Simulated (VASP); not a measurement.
Wanted: the native input for a VASP 6.6.1 run.

- Task: single point
- Functional: PBE
- Potentials or basis: VASP PAW PBE potentials, release 64 (Ta_pv, N)
- Cutoff: 520 eV
- k mesh: 11 × 11 × 11
- Occupations: methfessel-paxton, width 0.15 eV
- Spin: no spin polarisation
- Dipole correction: no
- Further INCAR settings: ALGO = Normal; EDIFF = 1e-06; NBANDS = 15

The structure of TaN lies in POSCAR:

```
TaN
1.0
    0.0000000000      2.0881007737      2.0881007737
    2.0881007737      0.0000000000      2.0881007737
    2.0881007737      2.0881007737      0.0000000000
Ta N
1 1
Direct
    0.5000000000      0.5000000000      0.5000000000
    0.0000000000      0.0000000000      0.0000000000
```

The input as run:

INCAR

```
ALGO = Normal
EDIFF = 1E-6
ENCUT = 520
GGA = PE
ISIF = 2
ISMEAR = 1
LASPH = T
LCHARG = T
LELF = T
LREAL = F
LVHAR = T
LWAVE = F
NBANDS = 15
NELM = 80
PREC = Accurate
SIGMA = 0.15
```

KPOINTS

```
k-points
0
Gamma
  11 11 11
```

Potentials or basis: VASP PAW PBE potentials, release 64 (Ta_pv, N).

Launch:

```console
$ cat potpaw_PBE.64/Ta_pv/POTCAR potpaw_PBE.64/N/POTCAR > POTCAR
$ mpirun -np 1 vasp_std > vasp.out
```

Results of the run:

```json
{"Pressure": "82.3 GPa", "Band gap on the k mesh": "zero (band 8 reaches 13.49 eV, above the bottom of band 9 at 8.80 eV)"}
```

Caveat: spin-orbit coupling is left out, which moves the levels of the heavy elements.

Wall time 9.4 s on 1 thread of Intel(R) Xeon(R) Platinum 8488C (Sapphire Rapids), on a shared host, peak memory 0.15 GiB.
